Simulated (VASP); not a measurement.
# SrO (Fm-3m) in VASP: single point with PBE

Aim: the single point of SrO with PBE.

Everything below comes from runs of VASP 6.6.1. Logs are shortened: lines on timing, memory, paths and dates and some standing lists are left out, and cuts for length are marked.

### Step 1. The cell of the first run

It takes space group Fm-3m (No. 225, cubic). The conventional cell has a = 5.133 Å, b = 5.133 Å, c = 5.133 Å, α = 90.00°, β = 90.00°, γ = 90.00°. Within 3.4 Å of Sr (site symmetry m-3m) lie 6 O at 2.57 Å. O (site symmetry m-3m) has 6 Sr at 2.57 Å within 3.4 Å.

### Step 2. Single point, PBE

INCAR reads:

```
PREC = Accurate ; ENCUT = 600
EDIFF = 1E-6 ; ISMEAR = 0
SIGMA = 0.01 ; LREAL = F
LASPH = T ; NELM = 120
ALGO = Normal ; ISIF = 2
LWAVE = F ; LCHARG = F
GGA = PE ; NBANDS = 15
GGA_COMPAT = F
```

KPOINTS reads:

```
regular mesh
0
Gamma
  6 6 6
```

POSCAR reads:

```
SrO
1.0
    0.0000000000      2.5663000000      2.5663000000
    2.5663000000      0.0000000000      2.5663000000
    2.5663000000      2.5663000000      0.0000000000
Sr O
1 1
Direct
    0.5000000000      0.5000000000      0.5000000000
    0.0000000000      0.0000000000      0.0000000000
```

Potentials or basis: VASP PAW PBE potentials, release 64 (Sr_sv, O).

Command:

```
$ cat potpaw_PBE.64/Sr_sv/POTCAR potpaw_PBE.64/O/POTCAR > POTCAR
$ mpirun -np 1 vasp_std > vasp.out
```

OUTCAR:

```text
PREC = Accurate
   ENCUT = 600
   EDIFF = 1E-6
   ISMEAR = 0
   LREAL = F
   LASPH = T
   NELM = 120
   ISIF = 2
   GGA = PE

 ion  position               nearest neighbor table
   1  0.500  0.500  0.500-   2 2.57   2 2.57   2 2.57   2 2.57   2 2.57   2 2.57
   2  0.000  0.000  0.000-   1 2.57   1 2.57   1 2.57   1 2.57   1 2.57   1 2.57

  LATTYP: Found a face centered cubic cell.
 ALAT       =     5.1326000000

  Lattice vectors:

 A1 = (   0.0000000000,   2.5663000000,   2.5663000000)
 A2 = (   2.5663000000,   0.0000000000,   2.5663000000)
 A3 = (   2.5663000000,   2.5663000000,   0.0000000000)

Analysis of symmetry for initial positions (statically):
=====================================================================
 Subroutine PRICEL returns:
 Original cell was already a primitive cell.

 Routine SETGRP: Setting up the symmetry group for a
 face centered cubic supercell.

 Subroutine GETGRP returns: Found 48 space group operations
 (whereof 48 operations were pure point group operations)
 out of a pool of 48 trial point group operations.

The static configuration has the point symmetry O_h .

Analysis of symmetry for dynamics (positions and initial velocities):
=====================================================================
 Subroutine PRICEL returns:
 Original cell was already a primitive cell.

 Routine SETGRP: Setting up the symmetry group for a
 face centered cubic supercell.

 Subroutine GETGRP returns: Found 48 space group operations
 (whereof 48 operations were pure point group operations)
 out of a pool of 48 trial point group operations.

The dynamic configuration has the point symmetry O_h .

 Subroutine INISYM returns: Found 48 space group operations
 (whereof 48 operations are pure point group operations),
 and found     1 'primitive' translations

----------------------------------------------------------------------------------------

                                     Primitive cell

  volume of cell :      33.8028

  direct lattice vectors                    reciprocal lattice vectors
     0.000000000  2.566300000  2.566300000    -0.194833028  0.194833028  0.194833028
     2.566300000  0.000000000  2.566300000     0.194833028 -0.194833028  0.194833028
     2.566300000  2.566300000  0.000000000     0.194833028  0.194833028 -0.194833028

  length of vectors
     3.629296265  3.629296265  3.629296265     0.337460704  0.337460704  0.337460704

  position of ions in fractional coordinates (direct lattice)
     0.500000000  0.500000000  0.500000000
     0.000000000  0.000000000  0.000000000

  ion indices of the primitive-cell ions
   primitive index   ion index
                 1           1
                 2           2

----------------------------------------------------------------------------------------

 KPOINTS: regular mesh

Automatic generation of k-mesh.
 Grid dimensions read from file:
 generate k-points for:    6    6    6

 Generating k-lattice:

  Cartesian coordinates                     Fractional coordinates (reciprocal lattice)
    -0.032472171  0.032472171  0.032472171     0.166666667  0.000000000  0.000000000
     0.032472171 -0.032472171  0.032472171     0.000000000  0.166666667  0.000000000
     0.032472171  0.032472171 -0.032472171     0.000000000  0.000000000  0.166666667

  Length of vectors
     0.056243451  0.056243451  0.056243451

  Shift w.r.t. Gamma in fractional coordinates (k-lattice)
     0.000000000  0.000000000  0.000000000

 Subroutine IBZKPT returns following result:
 ===========================================

 Found     16 irreducible k-points:

 Following reciprocal coordinates:
            Coordinates               Weight
  0.000000  0.000000  0.000000      1.000000
  0.166667  0.000000  0.000000      8.000000
  0.333333  0.000000  0.000000      8.000000
  0.500000  0.000000  0.000000      4.000000
  0.166667  0.166667  0.000000      6.000000
  0.333333  0.166667  0.000000     24.000000
[... 8 lines left out ...]
 -0.333333  0.333333  0.166667     24.000000
 -0.333333  0.500000  0.166667     12.000000
   k-points           NKPTS =     16   k-points in BZ     NKDIM =     16   number of bands    NBANDS=     15
   number of dos      NEDOS =    301   number of ions     NIONS =      2
   total plane-waves  NPLWV =  27000
   dimension x,y,z NGX =    30 NGY =   30 NGZ =   30
   dimension x,y,z NGXF=    60 NGYF=   60 NGZF=   60
   ions per type =               1   1
   NGX,Y,Z   is equivalent  to a cutoff of  13.74, 13.74, 13.74 a.u.
   NGXF,Y,Z  is equivalent  to a cutoff of  27.48, 27.48, 27.48 a.u.
 SYSTEM =  unknown system
   PREC   = accura    normal or accurate (medium, high low for compatibility)
   ISTART =      0    job   : 0-new  1-cont  2-samecut
   ICHARG =      2    charge: 1-file 2-atom 10-const
   ISPIN  =      1    spin polarized calculation?
   LNONCOLLINEAR =      F non collinear calculations
   LSORBIT =      F    spin-orbit coupling
   LASPH  =      T    aspherical Exc in radial PAW
   ENCUT  =  600.0 eV  44.10 Ry    6.64 a.u.   7.25  7.25  7.25*2*pi/ulx,y,z
   NELM   =    120;   NELMIN=  2; NELMDL= -5     # of ELM steps
   EDIFF  = 0.1E-05   stopping-criterion for ELM
   LREAL  =      F    real-space projection
   EDIFFG = 0.1E-04   stopping-criterion for IOM
   NSW    =      0    number of steps for IOM
   IBRION =     -1    ionic relax: 0-MD 1-quasi-New 2-CG
   NFREE  =      0    steps in history (QN), initial steepest desc. (CG)
   ISIF   =      2    stress and relaxation
   ISYM   =      2    0-nonsym 1-usesym 2-fastsym
   POTIM  = 0.5000    time-step for ionic-motion
   TEBEG  =    0.0;   TEEND  =   0.0 temperature during run
   PSTRESS=    0.0 pullay stress
   NELECT =      16.0000    total number of electrons
   NUPDOWN=      -1.0000    fix difference up-down
   EMIN   =  10.00;   EMAX   =-10.00  energy-range for DOS
   EFERMI =   0.00;   METHOD = LEGACY
   ISMEAR =     0;   SIGMA  =   0.01  broadening in eV -4-tet -1-fermi 0-gaus
   EFERMI_NEDOS =   21; number of points for ismear=-14 and -15
   IALGO  =     38    algorithm
   IMIX   =      4    mixing-type and parameters
     AMIX     =   0.40;   BMIX     =  1.00
     AMIX_MAG =   1.60;   BMIX_MAG =  1.00
  volume/ion in A,a.u.               =      16.90       114.06
  Fermi-wavevector in a.u.,A,eV,Ry     =   1.275843  2.410995 22.147245  1.627777
  Thomas-Fermi vector in A             =   2.408533
   LORBIT       =      0    0 simple, 1 ext, 2 COOP (PROOUT), +10 PAW based schemes
   GGA     = PE    functional components
   LHFCALC =     F    Hartree Fock is set to
   AEXX    =    0.0000 exact exchange contribution
   IVDW    =     0    specifies the selected vdW correction
   LEPSILON=     F    determine dielectric tensor
   LRPA    =     F    only Hartree local field effects (RPA)
 non-spin polarized calculation
 Gauss-broadening in eV      SIGMA  =   0.01
  energy-cutoff  :      600.00
  volume of cell :       33.80
 maximum number of plane-waves:      1158
 NGX is ok and might be reduce to    30
   NGX = 15   NGY = 15   NGZ = 15

 number of electron      15.9999997 magnetization

 Free energy of the ion-electron system (eV)
  ---------------------------------------------------
  ext. energy  EPLUGINS =         0.00000000
  ---------------------------------------------------
  free energy    TOTEN  =       -12.03867883 eV

  energy without entropy =      -12.03867883  energy(sigma->0) =      -12.03867883

 E-fermi :   1.8111     XC(G=0): -10.0521

 val. band max:        1.6883703954   @ k =   0.0000   0.0000   0.0000
 cond. band min:       4.9508852658   @ k =   0.5000   0.5000   0.0000
 fundamental gap:      3.2625148704
 Fermi energy:         1.8111333020

 k-point     1 :       0.0000    0.0000    0.0000
  band No.  band energies     occupation
      1     -30.6809      2.00000
      2     -13.4087      2.00000
      3     -12.3130      2.00000
      4     -12.3130      2.00000
      5     -12.3130      2.00000
      6       1.6884      2.00000
      7       1.6884      2.00000
      8       1.6884      2.00000
      9       5.7118      0.00000
     10       7.9119      0.00000
     11       7.9119      0.00000
     12       7.9119      0.00000
     13      10.0915      0.00000
     14      10.0915      0.00000
     15      14.4285      0.00000

 k-point     2 :       0.1667    0.0000    0.0000
  band No.  band energies     occupation
      1     -30.6461      2.00000
      2     -13.9715      2.00000
      3     -12.3341      2.00000
      4     -12.3341      2.00000
      5     -11.8357      2.00000
      6       0.9644      2.00000
      7       1.3567      2.00000
      8       1.3567      2.00000
      9       6.8655      0.00000
     10       7.7140      0.00000
     11       8.4491      0.00000
     12       8.4491      0.00000
     13      10.7951      0.00000
     14      10.7951      0.00000
     15      16.0916      0.00000

 k-point     3 :       0.3333    0.0000    0.0000
  band No.  band energies     occupation
      1     -30.5752      2.00000
      2     -14.6660      2.00000
      3     -12.3753      2.00000
      4     -12.3753      2.00000
      5     -11.3128      2.00000
      6      -0.0684      2.00000
      7       0.7895      2.00000
      8       0.7895      2.00000
      9       7.8997      0.00000
     10       9.0159      0.00000
     11       9.7503      0.00000
     12       9.7503      0.00000
     13      12.3721      0.00000
     14      12.3721      0.00000
     15      17.6182      0.00000

 k-point     4 :       0.5000    0.0000    0.0000
  band No.  band energies     occupation
      1     -30.5392      2.00000
      2     -14.9410      2.00000
      3     -12.3956      2.00000
      4     -12.3956      2.00000
      5     -11.1236      2.00000
      6      -0.4920      2.00000
      7       0.5404      2.00000
      8       0.5404      2.00000
      9       8.2650      0.00000
     10      10.1907      0.00000
     11      10.5674      0.00000
     12      10.5674      0.00000
     13      13.6562      0.00000
     14      13.6562      0.00000
     15      16.5586      0.00000
[... 163 lines left out ...]
 k-point    14 :       0.5000    0.3333    0.1667
  band No.  band energies     occupation
      1     -30.5305      2.00000
      2     -14.4124      2.00000
      3     -12.7370      2.00000
      4     -12.5660      2.00000
      5     -11.6552      2.00000
      6       0.3460      2.00000
      7       0.8530      2.00000
      8       1.3294      2.00000
      9       6.7518      0.00000
     10       8.9566      0.00000
     11      10.5303      0.00000
     12      11.1529      0.00000
     13      12.5400      0.00000
     14      13.8321      0.00000
     15      16.1129      0.00000

 k-point    15 :      -0.3333    0.3333    0.1667
  band No.  band energies     occupation
      1     -30.5072      2.00000
      2     -14.3999      2.00000
      3     -12.8540      2.00000
      4     -12.7071      2.00000
      5     -11.6252      2.00000
      6       0.3537      2.00000
      7       1.0137      2.00000
      8       1.0774      2.00000
      9       7.9157      0.00000
     10       8.0431      0.00000
     11      10.7170      0.00000
     12      11.8266      0.00000
     13      13.1878      0.00000
     14      14.7465      0.00000
     15      15.4614      0.00000

 k-point    16 :      -0.3333    0.5000    0.1667
  band No.  band energies     occupation
      1     -30.4969      2.00000
      2     -13.9719      2.00000
      3     -13.1436      2.00000
      4     -12.8430      2.00000
      5     -11.9139      2.00000
      6       0.7989      2.00000
      7       1.2343      2.00000
      8       1.3536      2.00000
      9       6.3424      0.00000
     10       9.2980      0.00000
     11      10.1903      0.00000
     12      12.7343      0.00000
     13      12.8376      0.00000
     14      14.7331      0.00000
     15      15.2418      0.00000

------------------------ aborting loop because EDIFF is reached ----------------------------------------

  FORCE on cell =-STRESS in cart. coord.  units (eV):
  Direction    XX          YY          ZZ          XY          YZ          ZX
  --------------------------------------------------------------------------------------
  -------------------------------------------------------------------------------------
  Total        0.8085631      0.8085631      0.8085631      0.0000000     -0.0000000      0.0000000
  in kB       38.3241232     38.3241232     38.3241232      0.0000000     -0.0000000      0.0000000
  external PRESSURE =      38.3241232 kB  Pullay stress =       0.0000000 kB

 VOLUME and BASIS-vectors are now :
 -----------------------------------------------------------------------------
  energy-cutoff  :      600.00
  volume of cell :       33.80
      direct lattice vectors                 reciprocal lattice vectors
     0.000000000  2.566300000  2.566300000    -0.194833028  0.194833028  0.194833028
     2.566300000  0.000000000  2.566300000     0.194833028 -0.194833028  0.194833028
     2.566300000  2.566300000  0.000000000     0.194833028  0.194833028 -0.194833028

 POSITION                                       TOTAL-FORCE (eV/Angst)
 -----------------------------------------------------------------------------------
      2.56630      2.56630      2.56630         0.000000      0.000000      0.000000
      0.00000      0.00000      0.00000        -0.000000     -0.000000     -0.000000
 -----------------------------------------------------------------------------------
    total drift:                               -0.000000      0.000000      0.000000

  FREE ENERGIE OF THE ION-ELECTRON SYSTEM (eV)
  ---------------------------------------------------
  free  energy   TOTEN  =       -12.0386788350 eV

  energy  without entropy=      -12.0386788350  energy(sigma->0) =      -12.03867883
```

Run time: 18 s. Hardware: 1 thread of Intel Xeon 6975P-C, shared host; peak memory 0.17 GiB.

Results:

| Property | Result |
| --- | --- |
| Free energy | -12.0387 eV |
| Pressure | 3.8 GPa |
| Band gap on the k mesh | 3.26 eV, indirect (least direct gap 3.35 eV) |

A k mesh can miss the band edges.
